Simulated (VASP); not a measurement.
Sb, 4 atoms in the cell. The cell holds a slab with vacuum, 4 atoms: a = 4.069 Å, b = 4.069 Å, c = 20.800 Å, α = 90.00°, β = 90.00°, γ = 120.00°.  This cell differs from its parent crystal: layers slid over each other, then relaxed in part.

- Program: VASP 6.6.1
- Task: single point
- Functional: PBE
- Dispersion: D3(BJ)
- Potentials or basis: VASP PAW PBE potentials, release 64 (Sb)
- Cutoff: 520 eV
- k mesh: 9 × 9 × 1
- Occupations: gaussian, width 0.05 eV
- Spin: no spin polarisation
- Dipole correction: yes
- Further INCAR settings: ALGO = Normal; EDIFF = 1e-06; NBANDS = 18

Potentials or basis: VASP PAW PBE potentials, release 64 (Sb).

Launch:

```bash
$ cat potpaw_PBE.64/Sb/POTCAR > POTCAR
$ mpirun -np 1 vasp_std > vasp.out
```

Hardware: 1 thread of AMD EPYC 7R13 Processor (Zen 3), on a shared host.

Q: How long does it take, and how much memory?

A: Run time: 3.9 min on 1 thread of AMD EPYC 7R13 Processor (Zen 3) (shared host), peak memory 0.45 GiB. Counts: scf iterations 18, k points 41.
